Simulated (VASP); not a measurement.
Input of a VASP 6.6.1 run:

The input POSCAR:

```
Si
1.0
   -2.3933999177      2.3957754098      1.3265518074
    2.3957754098     -2.3933999177      1.3265518074
    2.3971965106      2.3971965106     -1.3223140146
Si
2
Direct
    0.2500240730      0.7499759270      0.5000000000
    0.4999759270      0.5000240730      0.0000000000
```

File INCAR.step1:

```
SYSTEM = Si
ALGO = Normal
EDIFF = 1E-4
ENCUT = 520
GGA = PE
ISMEAR = 1
ISYM = 0
LASPH = .TRUE.
LCHARG = .FALSE.
LREAL = .FALSE.
LWAVE = .TRUE.
NBANDS = 11
NELM = 60
PREC = Accurate
SIGMA = 0.1
```

INCAR.step2

```
SYSTEM = Si
ALGO = Normal
EDIFF = 1E-6
ENCUT = 520
ISIF = 2
ISMEAR = 1
ISTART = 1
ISYM = 0
LASPH = .TRUE.
LCHARG = .FALSE.
LMIXTAU = .TRUE.
LREAL = .FALSE.
LWAVE = .FALSE.
METAGGA = R2SCAN
NBANDS = 11
NELM = 60
PREC = Accurate
SIGMA = 0.1
```

File KPOINTS:

```
k-points
0
G
  14 14 10
  0 0 0
```

Potentials or basis: VASP PAW PBE potentials, release 64 (Si).

The run is started by

```console
$ cat potpaw_PBE.64/Si/POTCAR > POTCAR
$ cp INCAR.step1 INCAR
$ mpirun -np 1 vasp_std > vasp.out
$ cp INCAR.step2 INCAR
$ mpirun -np 1 vasp_std > vasp.out
```

(1) Predict the band gap on the k mesh.

(2) Estimate the pressure.

## Answers

(1) zero (bands 4 and 5 overlap by 6.62 eV).

(2) -0.1 GPa.

Caveat: the PAW data sets were made with another functional, which shifts forces and pressure a little.
